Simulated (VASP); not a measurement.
# Si2Ni (Fm-3m) in VASP: a series of runs

Si2Ni is run at these levels: LDA, r2SCAN; tasks: single point.

All numbers are computed with VASP 6.6.1; they aren't measurements. Logs are shortened: lines on timing, memory, paths and dates and some standing lists are left out, and cuts for length are marked.

## (1) The cell of the first run

It takes space group Fm-3m (No. 225, cubic). Conventional cell: a = 5.442 Å, b = 5.442 Å, c = 5.442 Å, α = 90.00°, β = 90.00°, γ = 90.00°. Within 3.1 Å of Ni (site symmetry m-3m) lie 8 Si at 2.36 Å. Within 3.1 Å of Si (site symmetry -43m) lie 4 Ni at 2.36 Å and 6 Si at 2.72 Å.

## (2) Single point, LDA, collinear spin, ferromagnetic start

File INCAR:

```
SYSTEM = Si2Ni
PREC = Accurate ; ENCUT = 520
EDIFF = 1E-7 ; ISMEAR = -1
SIGMA = 0.05 ; LREAL = .FALSE.
LASPH = .TRUE. ; NELM = 150
ALGO = Normal ; ISIF = 2
LWAVE = .FALSE. ; LCHARG = .FALSE.
ISPIN = 2 ; MAGMOM = 1 0 0
LORBIT = 11 ; LMAXMIX = 4
NBANDS = 20
```

File KPOINTS:

```
regular mesh
0
G
  9 9 9
  0 0 0
```

File POSCAR:

```
Si2Ni
1.0
    0.0000000000      2.7209011839      2.7209011839
    2.7209011839      0.0000000000      2.7209011839
    2.7209011839      2.7209011839      0.0000000000
Ni Si
1 2
Direct
    0.0000000000      0.0000000000      0.0000000000
    0.7500000000      0.7500000000      0.7500000000
    0.2500000000      0.2500000000      0.2500000000
```

Potentials or basis: VASP PAW LDA potentials, release 64 (Ni, Si).

Started as:

```sh
cat potpaw_LDA.64/Ni/POTCAR potpaw_LDA.64/Si/POTCAR > POTCAR
mpirun -np 1 vasp_std > vasp.out
```

OUTCAR:

```text
SYSTEM = Si2Ni
   PREC = Accurate
   ENCUT = 520
   EDIFF = 1E-7
   ISMEAR = -1
   LREAL = .FALSE.
   LASPH = .TRUE.
   NELM = 150
   ISIF = 2
   ISPIN = 2
   LORBIT = 11

 ion  position               nearest neighbor table
   1  0.000  0.000  0.000-   2 2.36   2 2.36   2 2.36   3 2.36   3 2.36   3 2.36   3 2.36   2 2.36

   2  0.750  0.750  0.750-   1 2.36   1 2.36   1 2.36   1 2.36   3 2.72   3 2.72   3 2.72   3 2.72
                             3 2.72   3 2.72
   3  0.250  0.250  0.250-   1 2.36   1 2.36   1 2.36   1 2.36   2 2.72   2 2.72   2 2.72   2 2.72
                             2 2.72   2 2.72

  LATTYP: Found a face centered cubic cell.
 ALAT       =     5.4418023678

  Lattice vectors:

 A1 = (   0.0000000000,   2.7209011839,   2.7209011839)
 A2 = (   2.7209011839,   0.0000000000,   2.7209011839)
 A3 = (   2.7209011839,   2.7209011839,   0.0000000000)

Analysis of symmetry for initial positions (statically):
=====================================================================
 Subroutine PRICEL returns:
 Original cell was already a primitive cell.

 Routine SETGRP: Setting up the symmetry group for a
 face centered cubic supercell.

 Subroutine GETGRP returns: Found 48 space group operations
 (whereof 48 operations were pure point group operations)
 out of a pool of 48 trial point group operations.

The static configuration has the point symmetry O_h .

Analysis of symmetry for dynamics (positions and initial velocities):
=====================================================================
 Subroutine PRICEL returns:
 Original cell was already a primitive cell.

 Routine SETGRP: Setting up the symmetry group for a
 face centered cubic supercell.

 Subroutine GETGRP returns: Found 48 space group operations
 (whereof 48 operations were pure point group operations)
 out of a pool of 48 trial point group operations.

The dynamic configuration has the point symmetry O_h .

Analysis of structural, dynamic, and magnetic symmetry:
=====================================================================
 Subroutine PRICEL returns:
 Original cell was already a primitive cell.

 Routine SETGRP: Setting up the symmetry group for a
 face centered cubic supercell.

 Subroutine GETGRP returns: Found 48 space group operations
 (whereof 48 operations were pure point group operations)
 out of a pool of 48 trial point group operations.

The overall configuration has the point symmetry O_h .

 Subroutine INISYM returns: Found 48 space group operations
 (whereof 48 operations are pure point group operations),
 and found     1 'primitive' translations

----------------------------------------------------------------------------------------

                                     Primitive cell

  volume of cell :      40.2873

  direct lattice vectors                    reciprocal lattice vectors
     0.000000000  2.720901184  2.720901184    -0.183762646  0.183762646  0.183762646
     2.720901184  0.000000000  2.720901184     0.183762646 -0.183762646  0.183762646
     2.720901184  2.720901184  0.000000000     0.183762646  0.183762646 -0.183762646

  length of vectors
     3.847935356  3.847935356  3.847935356     0.318286239  0.318286239  0.318286239

  position of ions in fractional coordinates (direct lattice)
     0.000000000  0.000000000  0.000000000
     0.750000000  0.750000000  0.750000000
     0.250000000  0.250000000  0.250000000

  ion indices of the primitive-cell ions
   primitive index   ion index
                 1           1
                 2           2
                 3           3

----------------------------------------------------------------------------------------

 KPOINTS: regular mesh

Automatic generation of k-mesh.
 Grid dimensions read from file:
 generate k-points for:    9    9    9

 Generating k-lattice:

  Cartesian coordinates                     Fractional coordinates (reciprocal lattice)
    -0.020418072  0.020418072  0.020418072     0.111111111  0.000000000  0.000000000
     0.020418072 -0.020418072  0.020418072     0.000000000  0.111111111  0.000000000
     0.020418072  0.020418072 -0.020418072     0.000000000  0.000000000  0.111111111

  Length of vectors
     0.035365138  0.035365138  0.035365138

  Shift w.r.t. Gamma in fractional coordinates (k-lattice)
     0.000000000  0.000000000  0.000000000

 Subroutine IBZKPT returns following result:
 ===========================================

 Found     35 irreducible k-points:

 Following reciprocal coordinates:
            Coordinates               Weight
  0.000000  0.000000  0.000000      1.000000
  0.111111  0.000000  0.000000      8.000000
  0.222222  0.000000  0.000000      8.000000
  0.333333  0.000000  0.000000      8.000000
  0.444444  0.000000  0.000000      8.000000
  0.111111  0.111111  0.000000      6.000000
[... 16 lines left out ...]
 -0.333333  0.333333  0.000000     12.000000
  0.444444  0.444444  0.000000      6.000000
 [... further k-points ...]
   k-points           NKPTS =     35   k-points in BZ     NKDIM =     35   number of bands    NBANDS=     20
   number of dos      NEDOS =    301   number of ions     NIONS =      3
   total plane-waves  NPLWV =  27000
   dimension x,y,z NGX =    30 NGY =   30 NGZ =   30
   dimension x,y,z NGXF=    60 NGYF=   60 NGZF=   60
   ions per type =               1   2
   NGX,Y,Z   is equivalent  to a cutoff of  12.96, 12.96, 12.96 a.u.
   NGXF,Y,Z  is equivalent  to a cutoff of  25.92, 25.92, 25.92 a.u.
 SYSTEM =  Si2Ni
   PREC   = accura    normal or accurate (medium, high low for compatibility)
   ISTART =      0    job   : 0-new  1-cont  2-samecut
   ICHARG =      2    charge: 1-file 2-atom 10-const
   ISPIN  =      2    spin polarized calculation?
   LNONCOLLINEAR =      F non collinear calculations
   LSORBIT =      F    spin-orbit coupling
   LASPH  =      T    aspherical Exc in radial PAW
   ENCUT  =  520.0 eV  38.22 Ry    6.18 a.u.   7.15  7.15  7.15*2*pi/ulx,y,z
   NELM   =    150;   NELMIN=  2; NELMDL= -5     # of ELM steps
   EDIFF  = 0.1E-06   stopping-criterion for ELM
   LREAL  =      F    real-space projection
   EDIFFG = 0.1E-05   stopping-criterion for IOM
   NSW    =      0    number of steps for IOM
   IBRION =     -1    ionic relax: 0-MD 1-quasi-New 2-CG
   NFREE  =      0    steps in history (QN), initial steepest desc. (CG)
   ISIF   =      2    stress and relaxation
   ISYM   =      2    0-nonsym 1-usesym 2-fastsym
   POTIM  = 0.5000    time-step for ionic-motion
   TEBEG  =    0.0;   TEEND  =   0.0 temperature during run
   PSTRESS=    0.0 pullay stress
   NELECT =      18.0000    total number of electrons
   NUPDOWN=      -1.0000    fix difference up-down
   EMIN   =  10.00;   EMAX   =-10.00  energy-range for DOS
   EFERMI =   0.00;   METHOD = LEGACY
   ISMEAR =    -1;   SIGMA  =   0.05  broadening in eV -4-tet -1-fermi 0-gaus
   EFERMI_NEDOS =   21; number of points for ismear=-14 and -15
   IALGO  =     38    algorithm
   IMIX   =      4    mixing-type and parameters
     AMIX     =   0.40;   BMIX     =  1.00
     AMIX_MAG =   1.60;   BMIX_MAG =  1.00
  volume/ion in A,a.u.               =      13.43        90.62
  Fermi-wavevector in a.u.,A,eV,Ry     =   1.251535  2.365058 21.311338  1.566339
  Thomas-Fermi vector in A             =   2.385478
   LORBIT       =     11    0 simple, 1 ext, 2 COOP (PROOUT), +10 PAW based schemes
   GGA     = CA    functional components
   LHFCALC =     F    Hartree Fock is set to
   AEXX    =    0.0000 exact exchange contribution
   IVDW    =     0    specifies the selected vdW correction
   LEPSILON=     F    determine dielectric tensor
   LRPA    =     F    only Hartree local field effects (RPA)
 spin polarized calculation
  energy-cutoff  :      520.00
  volume of cell :       40.29
 maximum number of plane-waves:      1098
 NGX is ok and might be reduce to    30
   NGX = 15   NGY = 15   NGZ = 15

 number of electron      17.9999991 magnetization      -0.0000565

 number of electron      17.9999991 magnetization       0.0001060

 Free energy of the ion-electron system (eV)
  ---------------------------------------------------
  ext. energy  EPLUGINS =         0.00000000
  ---------------------------------------------------
  free energy    TOTEN  =       -19.86017554 eV

  energy without entropy =      -19.85427593  energy(sigma->0) =      -19.85722574

 E-fermi :  10.0418     XC(G=0): -11.6671

 val. band max:        9.9464483627   @ k =   0.3333   0.2222   0.0000
 cond. band min:      10.1276623272   @ k =  -0.4444   0.4444   0.1111
 fundamental gap:      0.1812139645
 Fermi energy:        10.0417939632

 spin component 1

 k-point     1 :       0.0000    0.0000    0.0000
  band No.  band energies     occupation
      1      -3.5587      1.00000
      2       4.9604      1.00000
      3       4.9604      1.00000
      4       4.9604      1.00000
      5       6.6374      1.00000
      6       6.6374      1.00000
[... 12 lines left out ...]
     19      18.9973      0.00000
[... 513 lines left out ...]
      4       5.5872      1.00000
      5       5.5872      1.00000
      6       6.6524      1.00000
[... 12 lines left out ...]
     19      23.7161      0.00000
     20      23.7161      0.00000

 [... further k-points ...]

 spin component 2

 k-point     1 :       0.0000    0.0000    0.0000
  band No.  band energies     occupation
      1      -3.5587      1.00000
      2       4.9605      1.00000
      3       4.9605      1.00000
      4       4.9605      1.00000
      5       6.6375      1.00000
      6       6.6375      1.00000
[... 12 lines left out ...]
     19      18.9974      0.00000
[... 513 lines left out ...]
      4       5.5873      1.00000
      5       5.5873      1.00000
      6       6.6525      1.00000
[... 12 lines left out ...]
     19      23.7161      0.00000
     20      23.7161      0.00000

 [... further k-points ...]

------------------------ aborting loop because EDIFF is reached ----------------------------------------

  FORCE on cell =-STRESS in cart. coord.  units (eV):
  Direction    XX          YY          ZZ          XY          YZ          ZX
  --------------------------------------------------------------------------------------
  -------------------------------------------------------------------------------------
  Total       -1.7431836     -1.7431836     -1.7431836      0.0000000      0.0000000     -0.0000000
  in kB      -69.3242886    -69.3242886    -69.3242886      0.0000000      0.0000000     -0.0000000
  external PRESSURE =     -69.3242886 kB  Pullay stress =       0.0000000 kB

 VOLUME and BASIS-vectors are now :
 -----------------------------------------------------------------------------
  energy-cutoff  :      520.00
  volume of cell :       40.29
      direct lattice vectors                 reciprocal lattice vectors
     0.000000000  2.720901184  2.720901184    -0.183762646  0.183762646  0.183762646
     2.720901184  0.000000000  2.720901184     0.183762646 -0.183762646  0.183762646
     2.720901184  2.720901184  0.000000000     0.183762646  0.183762646 -0.183762646

 POSITION                                       TOTAL-FORCE (eV/Angst)
 -----------------------------------------------------------------------------------
      0.00000      0.00000      0.00000         0.000000      0.000000     -0.000000
      4.08135      4.08135      4.08135        -0.000000      0.000000      0.000000
      1.36045      1.36045      1.36045        -0.000000     -0.000000     -0.000000
 -----------------------------------------------------------------------------------
    total drift:                                0.000000     -0.000000     -0.000000

  FREE ENERGIE OF THE ION-ELECTRON SYSTEM (eV)
  ---------------------------------------------------
  free  energy   TOTEN  =       -19.8601755431 eV

  energy  without entropy=      -19.8542759341  energy(sigma->0) =      -19.85722574

 total charge

# of ion       s       p       d       tot
------------------------------------------
    1        0.556   0.768   8.462   9.786
    2        0.757   0.833   0.000   1.591
    3        0.757   0.833   0.000   1.591
--------------------------------------------------
tot          2.070   2.434   8.462  12.967

 magnetization (x)

# of ion       s       p       d       tot
------------------------------------------
    1       -0.000  -0.000   0.000   0.000
    2        0.000   0.000   0.000   0.000
    3        0.000   0.000   0.000   0.000
--------------------------------------------------
tot          0.000   0.000   0.000   0.000
```

It took 63 s on 1 thread of Intel Xeon Platinum 8259CL at 2.50GHz (Skylake/Cascade Lake), shared host; peak memory 0.18 GiB.

Results:

- Free energy: -19.8602 eV
- Pressure: -6.9 GPa
- Band gap on the k mesh: zero (filled and empty bands overlap)
- Net moment: 0.00 μB per cell
- Valence electrons inside the program's atomic spheres: Ni 9.79; Si 1.59

Levels at points of the mesh, in eV from the Fermi level:
Spin up:
| k point | band 7 | band 8 | band 9 | band 10 | band 11 | band 12 |
| --- | --- | --- | --- | --- | --- | --- |
| (0.00, 0.00, 0.00) | -0.51 | 1.70 | 1.70 | 1.70 | 2.34 | 2.34 |
Spin down:
```csv
k point,band 6,band 7,band 8,band 9,band 10,band 11,band 12,band 13
"(0.00, 0.00, 0.00)",-3.40,-0.51,1.70,1.70,1.70,2.34,2.34,2.34
```

(Part 1 of 2 ends here.)
